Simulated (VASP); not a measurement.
# Sc4Si (Pm-3m) in VASP: further runs

The runs below take Sc4Si through single point, relaxation of cell and atoms, with PBE.

Program: VASP 6.6.1. These are calculated values, not measurements. Logs are shortened: lines on timing, memory, paths and dates and some standing lists are left out, and cuts for length are marked.

**1. The cell of the first run**

Symmetry: Pm-3m, No. 221, cubic system. Conventional cell: a = 4.703 Å, b = 4.703 Å, c = 4.703 Å, α = 90.00°, β = 90.00°, γ = 90.00°. Within 3.1 Å of Sc (site symmetry 4/mmm) lie 2 Sc at 2.35 Å. Within 3.1 Å of Sc (site symmetry m-3m) lie 6 Sc at 2.35 Å. Si (site symmetry m-3m) has 20 Sc at 3.33 to 4.07 Å within 4.4 Å.

The cell was built from a structure type or drawn by symmetry, and may not be a known phase.

**2. Single point, PBE**

INCAR reads:

```
SYSTEM = Sc4Si
ALGO     = Normal         ! electronic algorithm
EDIFF    = 1E-6           ! SCF threshold, eV
ENCUT    = 520            ! plane-wave cutoff, eV
GGA      = PE             ! functional
ISIF     = 2              ! what is computed and relaxed
ISMEAR   = 0              ! smearing method
LASPH    = .TRUE.         ! aspherical terms in the spheres
LCHARG   = .TRUE.         ! write CHGCAR
LELF     = .TRUE.         ! ELF
LREAL    = .FALSE.        ! projectors in reciprocal space
LVHAR    = .TRUE.       
LWAVE    = .FALSE.        ! write WAVECAR
NBANDS   = 32             ! bands
NELM     = 100            ! most SCF steps
PREC     = Accurate       ! precision mode
SIGMA    = 0.1            ! smearing width, eV
```

KPOINTS reads:

```
k-points
0
G
  4 4 4
  0 0 0
```

POSCAR reads:

```
Sc4Si
1.0
    4.7033241800      0.0000000000      0.0000000000
    0.0000000000      4.7033241800      0.0000000000
    0.0000000000      0.0000000000      4.7033241800
Sc Si
4 1
Direct
    0.0000000000      0.5000000000      0.5000000000
    0.5000000000      0.0000000000      0.5000000000
    0.5000000000      0.5000000000      0.0000000000
    0.5000000000      0.5000000000      0.5000000000
    0.0000000000      0.0000000000      0.0000000000
```

Potentials or basis: VASP PAW PBE potentials, release 64 (Sc_sv, Si).

The run is started by

```sh
$ cat potpaw_PBE.64/Sc_sv/POTCAR potpaw_PBE.64/Si/POTCAR > POTCAR
$ mpirun -np 1 vasp_std > vasp.out
```

OUTCAR:

```text
SYSTEM = Sc4Si
   EDIFF = 1E-6
   ENCUT = 520
   GGA = PE
   ISIF = 2
   ISMEAR = 0
   LASPH = .TRUE.
   LREAL = .FALSE.
   NELM = 100
   PREC = Accurate

 ion  position               nearest neighbor table
   1  0.000  0.500  0.500-   4 2.35   4 2.35   2 3.33   3 3.33   2 3.33   2 3.33   3 3.33   3 3.33
                             3 3.33   2 3.33
   2  0.500  0.000  0.500-   4 2.35   4 2.35   1 3.33   3 3.33   1 3.33   3 3.33   3 3.33   3 3.33
                             1 3.33   1 3.33
   3  0.500  0.500  0.000-   4 2.35   4 2.35   1 3.33   1 3.33   2 3.33   2 3.33   2 3.33   2 3.33
                             1 3.33   1 3.33
   4  0.500  0.500  0.500-   1 2.35   2 2.35   3 2.35   3 2.35   2 2.35   1 2.35
   5  0.000  0.000  0.000-

  LATTYP: Found a simple cubic cell.
 ALAT       =     4.7033241800

  Lattice vectors:

 A1 = (   4.7033241800,   0.0000000000,   0.0000000000)
 A2 = (   0.0000000000,   4.7033241800,   0.0000000000)
 A3 = (   0.0000000000,   0.0000000000,   4.7033241800)

Analysis of symmetry for initial positions (statically):
=====================================================================
 Subroutine PRICEL returns:
 Original cell was already a primitive cell.

 Routine SETGRP: Setting up the symmetry group for a
 simple cubic supercell.

 Subroutine GETGRP returns: Found 48 space group operations
 (whereof 48 operations were pure point group operations)
 out of a pool of 48 trial point group operations.

The static configuration has the point symmetry O_h .

Analysis of symmetry for dynamics (positions and initial velocities):
=====================================================================
 Subroutine PRICEL returns:
 Original cell was already a primitive cell.

 Routine SETGRP: Setting up the symmetry group for a
 simple cubic supercell.

 Subroutine GETGRP returns: Found 48 space group operations
 (whereof 48 operations were pure point group operations)
 out of a pool of 48 trial point group operations.

The dynamic configuration has the point symmetry O_h .

 Subroutine INISYM returns: Found 48 space group operations
 (whereof 48 operations are pure point group operations),
 and found     1 'primitive' translations

----------------------------------------------------------------------------------------

                                     Primitive cell

  volume of cell :     104.0434

  direct lattice vectors                    reciprocal lattice vectors
     4.703324180  0.000000000  0.000000000     0.212615580  0.000000000  0.000000000
     0.000000000  4.703324180  0.000000000     0.000000000  0.212615580  0.000000000
     0.000000000  0.000000000  4.703324180     0.000000000  0.000000000  0.212615580

  length of vectors
     4.703324180  4.703324180  4.703324180     0.212615580  0.212615580  0.212615580

  position of ions in fractional coordinates (direct lattice)
     0.000000000  0.500000000  0.500000000
     0.500000000  0.000000000  0.500000000
     0.500000000  0.500000000  0.000000000
     0.500000000  0.500000000  0.500000000
     0.000000000  0.000000000  0.000000000

  ion indices of the primitive-cell ions
   primitive index   ion index
                 1           1
                 2           2
                 3           3
                 4           4
                 5           5

----------------------------------------------------------------------------------------

 KPOINTS: k-points

Automatic generation of k-mesh.
 Grid dimensions read from file:
 generate k-points for:    4    4    4

 Generating k-lattice:

  Cartesian coordinates                     Fractional coordinates (reciprocal lattice)
     0.053153895  0.000000000  0.000000000     0.250000000  0.000000000  0.000000000
     0.000000000  0.053153895  0.000000000     0.000000000  0.250000000  0.000000000
     0.000000000  0.000000000  0.053153895     0.000000000  0.000000000  0.250000000

  Length of vectors
     0.053153895  0.053153895  0.053153895

  Shift w.r.t. Gamma in fractional coordinates (k-lattice)
     0.000000000  0.000000000  0.000000000

 Subroutine IBZKPT returns following result:
 ===========================================

 Found     10 irreducible k-points:

 Following reciprocal coordinates:
            Coordinates               Weight
  0.000000  0.000000  0.000000      1.000000
  0.250000  0.000000  0.000000      6.000000
  0.500000  0.000000  0.000000      3.000000
  0.250000  0.250000  0.000000     12.000000
  0.500000  0.250000  0.000000     12.000000
  0.500000  0.500000  0.000000      3.000000
  0.250000  0.250000  0.250000      8.000000
  0.500000  0.250000  0.250000     12.000000
  0.500000  0.500000  0.250000      6.000000
  0.500000  0.500000  0.500000      1.000000
   k-points           NKPTS =     10   k-points in BZ     NKDIM =     10   number of bands    NBANDS=     32
   number of dos      NEDOS =    301   number of ions     NIONS =      5
   total plane-waves  NPLWV =  46656
   dimension x,y,z NGX =    36 NGY =   36 NGZ =   36
   dimension x,y,z NGXF=    72 NGYF=   72 NGZF=   72
   ions per type =               4   1
   NGX,Y,Z   is equivalent  to a cutoff of  12.72, 12.72, 12.72 a.u.
   NGXF,Y,Z  is equivalent  to a cutoff of  25.45, 25.45, 25.45 a.u.
 SYSTEM =  Sc4Si
   PREC   = accura    normal or accurate (medium, high low for compatibility)
   ISTART =      0    job   : 0-new  1-cont  2-samecut
   ICHARG =      2    charge: 1-file 2-atom 10-const
   ISPIN  =      1    spin polarized calculation?
   LNONCOLLINEAR =      F non collinear calculations
   LSORBIT =      F    spin-orbit coupling
   LASPH  =      T    aspherical Exc in radial PAW
   ENCUT  =  520.0 eV  38.22 Ry    6.18 a.u.   8.75  8.75  8.75*2*pi/ulx,y,z
   NELM   =    100;   NELMIN=  2; NELMDL= -5     # of ELM steps
   EDIFF  = 0.1E-05   stopping-criterion for ELM
   LREAL  =      F    real-space projection
   EDIFFG = 0.1E-04   stopping-criterion for IOM
   NSW    =      0    number of steps for IOM
   IBRION =     -1    ionic relax: 0-MD 1-quasi-New 2-CG
   NFREE  =      0    steps in history (QN), initial steepest desc. (CG)
   ISIF   =      2    stress and relaxation
   ISYM   =      2    0-nonsym 1-usesym 2-fastsym
   POTIM  = 0.5000    time-step for ionic-motion
   TEBEG  =    0.0;   TEEND  =   0.0 temperature during run
   PSTRESS=    0.0 pullay stress
   NELECT =      48.0000    total number of electrons
   NUPDOWN=      -1.0000    fix difference up-down
   EMIN   =  10.00;   EMAX   =-10.00  energy-range for DOS
   EFERMI =   0.00;   METHOD = LEGACY
   ISMEAR =     0;   SIGMA  =   0.10  broadening in eV -4-tet -1-fermi 0-gaus
   EFERMI_NEDOS =   21; number of points for ismear=-14 and -15
   IALGO  =     38    algorithm
   IMIX   =      4    mixing-type and parameters
     AMIX     =   0.40;   BMIX     =  1.00
     AMIX_MAG =   1.60;   BMIX_MAG =  1.00
  volume/ion in A,a.u.               =      20.81       140.42
  Fermi-wavevector in a.u.,A,eV,Ry     =   1.264980  2.390466 21.771695  1.600174
  Thomas-Fermi vector in A             =   2.398257
   LORBIT       =      0    0 simple, 1 ext, 2 COOP (PROOUT), +10 PAW based schemes
   GGA     = PE    functional components
   LHFCALC =     F    Hartree Fock is set to
   AEXX    =    0.0000 exact exchange contribution
   IVDW    =     0    specifies the selected vdW correction
   LEPSILON=     F    determine dielectric tensor
   LRPA    =     F    only Hartree local field effects (RPA)
 non-spin polarized calculation
 Gauss-broadening in eV      SIGMA  =   0.10
  energy-cutoff  :      520.00
  volume of cell :      104.04
 maximum number of plane-waves:      2826
 NGX is ok and might be reduce to    36
   NGX = 17   NGY = 17   NGZ = 17

 number of electron      47.9999984 magnetization

 Free energy of the ion-electron system (eV)
  ---------------------------------------------------
  ext. energy  EPLUGINS =         0.00000000
  ---------------------------------------------------
  free energy    TOTEN  =       -25.16771382 eV

  energy without entropy =      -25.14629442  energy(sigma->0) =      -25.15700412

 E-fermi :   4.7954     XC(G=0): -10.2270

 val. band max:        4.7789825319   @ k =   0.2500   0.0000   0.0000
 cond. band min:       4.8067445167   @ k =   0.5000   0.2500   0.2500
 fundamental gap:      0.0277619848
 Fermi energy:         4.7954103342

 k-point     1 :       0.0000    0.0000    0.0000
  band No.  band energies     occupation
      1     -44.6640      2.00000
      2     -44.4166      2.00000
      3     -44.4166      2.00000
      4     -43.0028      2.00000
      5     -24.3341      2.00000
      6     -24.3341      2.00000
[... 24 lines left out ...]
     31       6.9553      0.00000
     32       6.9553      0.00000

 k-point     2 :       0.2500    0.0000    0.0000
  band No.  band energies     occupation
      1     -44.6300      2.00000
      2     -44.4255      2.00000
      3     -44.4165      2.00000
      4     -43.0380      2.00000
      5     -24.3218      2.00000
      6     -24.3218      2.00000
[... 24 lines left out ...]
     31       6.9568      0.00000
     32       7.0126      0.00000

 k-point     3 :       0.5000    0.0000    0.0000
  band No.  band energies     occupation
      1     -44.5903      2.00000
      2     -44.4391      2.00000
      3     -44.4165      2.00000
      4     -43.0742      2.00000
      5     -24.3092      2.00000
      6     -24.3092      2.00000
[... 24 lines left out ...]
     31       6.4701      0.00000
     32       7.1878      0.00000

 k-point     4 :       0.2500    0.2500    0.0000
  band No.  band energies     occupation
      1     -44.5954      2.00000
      2     -44.4278      2.00000
      3     -44.4220      2.00000
      4     -43.0749      2.00000
      5     -24.3094      2.00000
      6     -23.9764      2.00000
[... 164 lines left out ...]
     31       6.7725      0.00000
     32       7.0962      0.00000

 k-point     9 :       0.5000    0.5000    0.2500
  band No.  band energies     occupation
      1     -44.4750      2.00000
      2     -44.4389      2.00000
      3     -44.4389      2.00000
      4     -43.1973      2.00000
      5     -23.9237      2.00000
      6     -23.3663      2.00000
[... 24 lines left out ...]
     31       7.1138      0.00000
     32       7.4411      0.00000

 k-point    10 :       0.5000    0.5000    0.5000
  band No.  band energies     occupation
      1     -44.4389      2.00000
      2     -44.4389      2.00000
      3     -44.4389      2.00000
      4     -43.2436      2.00000
      5     -23.4080      2.00000
      6     -23.2868      2.00000
[... 24 lines left out ...]
     31       7.2102      0.00000
     32       7.2177      0.00000

------------------------ aborting loop because EDIFF is reached ----------------------------------------

  FORCE on cell =-STRESS in cart. coord.  units (eV):
  Direction    XX          YY          ZZ          XY          YZ          ZX
  --------------------------------------------------------------------------------------
  -------------------------------------------------------------------------------------
  Total        5.2121298      5.2121298      5.2121298      0.0000000     -0.0000000      0.0000000
  in kB       80.2622000     80.2622000     80.2622000      0.0000000     -0.0000000      0.0000000
  external PRESSURE =      80.2622000 kB  Pullay stress =       0.0000000 kB

 VOLUME and BASIS-vectors are now :
 -----------------------------------------------------------------------------
  energy-cutoff  :      520.00
  volume of cell :      104.04
      direct lattice vectors                 reciprocal lattice vectors
     4.703324180  0.000000000  0.000000000     0.212615580  0.000000000  0.000000000
     0.000000000  4.703324180  0.000000000     0.000000000  0.212615580  0.000000000
     0.000000000  0.000000000  4.703324180     0.000000000  0.000000000  0.212615580

 POSITION                                       TOTAL-FORCE (eV/Angst)
 -----------------------------------------------------------------------------------
      0.00000      2.35166      2.35166         0.000000      0.000000      0.000000
      2.35166      0.00000      2.35166         0.000000      0.000000      0.000000
      2.35166      2.35166      0.00000         0.000000      0.000000      0.000000
      2.35166      2.35166      2.35166         0.000000      0.000000      0.000000
      0.00000      0.00000      0.00000         0.000000      0.000000      0.000000
 -----------------------------------------------------------------------------------
    total drift:                                0.000000      0.000000      0.000000

  FREE ENERGIE OF THE ION-ELECTRON SYSTEM (eV)
  ---------------------------------------------------
  free  energy   TOTEN  =       -25.1677138157 eV

  energy  without entropy=      -25.1462944211  energy(sigma->0) =      -25.15700412
```

Wall time 19 s (1 thread of Intel Xeon 6975P-C (Granite Rapids), shared host); peak memory 0.2 GiB.

Results:

- Free energy: -25.1677 eV
- Pressure: 8.0 GPa
- Band gap on the k mesh: zero (bands 24 and 25 overlap by 1.84 eV)

Caveat: the cell stands under pressure.

**3. Single point, PBE**

This run uses another cell than the first one, of 24.83 Å³/atom.

INCAR reads:

```
SYSTEM = Sc4Si
ALGO = Normal
EDIFF = 1E-7
ENCUT = 520
GGA = PE
ISIF = 2
ISMEAR = 0
LASPH = .True.
LCHARG = .False.
LREAL = .False.
LWAVE = .False.
NBANDS = 32
NELM = 60
PREC = Accurate
SIGMA = 0.1
```

KPOINTS reads:

```
k-points
0
Gamma
  4 4 4
  0 0 0
```

POSCAR, as its differences from that of step 2:

```diff
@@ -2,5 +2,5 @@
 1.0
-    4.7033241800      0.0000000000      0.0000000000
-    0.0000000000      4.7033241800      0.0000000000
-    0.0000000000      0.0000000000      4.7033241800
+    4.9885022485      0.0000000000      0.0000000000
+    0.0000000000      4.9885022485      0.0000000000
+    0.0000000000      0.0000000000      4.9885022485
 Sc Si
```

Potentials or basis: VASP PAW PBE potentials, release 64 (Sc_sv, Si).

The run is started by

```sh
$ cat potpaw_PBE.64/Sc_sv/POTCAR potpaw_PBE.64/Si/POTCAR > POTCAR
$ mpirun -np 1 vasp_std > vasp.out
```

Wall time 26 s (1 thread of Intel Xeon 6975P-C (Granite Rapids), shared host); peak memory 0.24 GiB.

The run converged. Its results:

- Free energy: -25.6512 eV
- Pressure: 0.1 GPa
- Band gap on the k mesh: zero (bands 24 and 25 overlap by 1.05 eV)

Levels at points of the mesh, in eV from the Fermi level:
| k point | band 20 | band 21 | band 22 | band 23 | band 24 | band 25 | band 26 | band 27 |
| --- | --- | --- | --- | --- | --- | --- | --- | --- |
| (0.00, 0.00, 0.00) | -1.60 | -1.60 | -0.84 | -0.84 | -0.55 | -0.55 | -0.55 | 0.04 |
| (0.50, 0.00, 0.00) | -1.58 | -1.45 | -0.67 | -0.52 | 0.49 | 0.58 | 0.60 | 0.60 |
| (0.50, 0.50, 0.00) | -1.73 | -0.95 | -0.76 | -0.76 | 0.20 | 0.45 | 0.58 | 0.58 |
| (0.50, 0.50, 0.50) | -1.87 | -1.19 | -1.19 | -1.19 | 0.50 | 1.21 | 1.21 | 1.21 |

**4. Relaxation of cell and atoms, PBE**

INCAR reads:

```
ALGO     = Normal         # electronic algorithm
EDIFF    = 1E-6           # SCF threshold, eV
EDIFFG   = -0.04          # ionic threshold
ENCUT    = 600            # plane-wave cutoff, eV
GGA      = PE             # functional
IBRION   = 2              # ionic algorithm
ISIF     = 3              # what is computed and relaxed
ISMEAR   = 0              # smearing method
LASPH    = T              # aspherical terms in the spheres
LCHARG   = F              # write CHGCAR
LREAL    = F              # projectors in reciprocal space
LWAVE    = F              # write WAVECAR
NELM     = 100            # most SCF steps
NSW      = 90             # ionic steps
PREC     = Accurate       # precision mode
SIGMA    = 0.1            # smearing width, eV
```

KPOINTS reads:

```
k-points
0
Gamma
  4 4 4
```

POSCAR, as its differences from that of step 3:

```diff
@@ -2,5 +2,5 @@
 1.0
-    4.9885022485      0.0000000000      0.0000000000
-    0.0000000000      4.9885022485      0.0000000000
-    0.0000000000      0.0000000000      4.9885022485
+    4.7033241800      0.0000000000      0.0000000000
+    0.0000000000      4.7033241800      0.0000000000
+    0.0000000000      0.0000000000      4.7033241800
 Sc Si
```

The run is started by

```sh
$ cat potpaw_PBE.64/Sc_sv/POTCAR potpaw_PBE.64/Si/POTCAR > POTCAR
$ mpirun -np 1 vasp_std > vasp.out
```

Run time: 53 s. Hardware: 1 thread of Intel Xeon 6975P-C (Granite Rapids), shared host; peak memory 0.25 GiB.

The run converged. Its results:

```
Free energy                           : -25.6481 eV
Relaxed volume                        : 24.86 Å³/atom
Relaxed cell                          : a = 4.991 Å, b = 4.991 Å, c = 4.991 Å, α = 90.00°, β = 90.00°, γ = 90.00°
Space group after relaxing (to 0.1 Å) : Pm-3m (No. 221)
Energy gained by relaxing             : 95.8 meV/atom
Ionic steps                           : 3
Pressure after relaxing               : 0.1 GPa
Band gap on the k mesh                : zero (bands 24 and 25 overlap by 1.13 eV)
```

Step by step:
```csv
step,energy change (eV),largest force (eV/Å),pressure (GPa),volume (Å³)
1,0.0000,0.0000,8.06,104.04
2,-0.4649,0.0000,1.21,120.61
3,-0.4792,0.0000,0.06,124.32
```

Final structure:
```xyz
5
Lattice="4.9909 0.0000 0.0000 0.0000 4.9909 0.0000 0.0000 0.0000 4.9909" Properties=species:S:1:pos:R:3 pbc="T T T"
Sc    0.0000    2.4954    2.4954
Sc    2.4954    0.0000    2.4954
Sc    2.4954    2.4954    0.0000
Sc    2.4954    2.4954    2.4954
Si    0.0000    0.0000    0.0000
```

Levels at points of the mesh, in eV from the Fermi level:
```
           k point  band 21  band 22  band 23  band 24  band 25  band 26
(0.00, 0.00, 0.00)    -1.60    -0.84    -0.84    -0.55    -0.55    -0.55
(0.50, 0.00, 0.00)    -1.45    -0.67    -0.52     0.58     0.60     0.60
(0.50, 0.50, 0.00)    -0.95    -0.75    -0.75     0.20     0.45     0.57
(0.50, 0.50, 0.50)    -1.19    -1.19    -1.19     0.49     1.21     1.21
```

Caveat: the volume moved by over 15 % at a fixed basis, so the end points are rough.

**5. The runs side by side**

| task | cell | cutoff (eV) | gap on the mesh (eV) | pressure (GPa) |
| --- | --- | --- | --- | --- |
| single point | a = 4.703 Å, 5 atoms | 520 | none | 8.0 |
| single point | a = 4.989 Å, 5 atoms | 520 | none | 0.1 |
| relaxation of cell and atoms | relaxed from a = 4.703 Å, 5 atoms | 600 | none | 0.1 |

Alike in all rows: level PBE; potentials or basis VASP PAW PBE potentials, release 64 (Sc_sv, Si); no spin polarisation; k mesh 4 × 4 × 4; smearing gaussian 0.1 eV.

Caveats: the cell stands under pressure (at least some runs); the volume moved by over 15 % at a fixed basis, so the end points are rough (at least some runs).

Absolute energies hang on the potentials; compare differences alone.
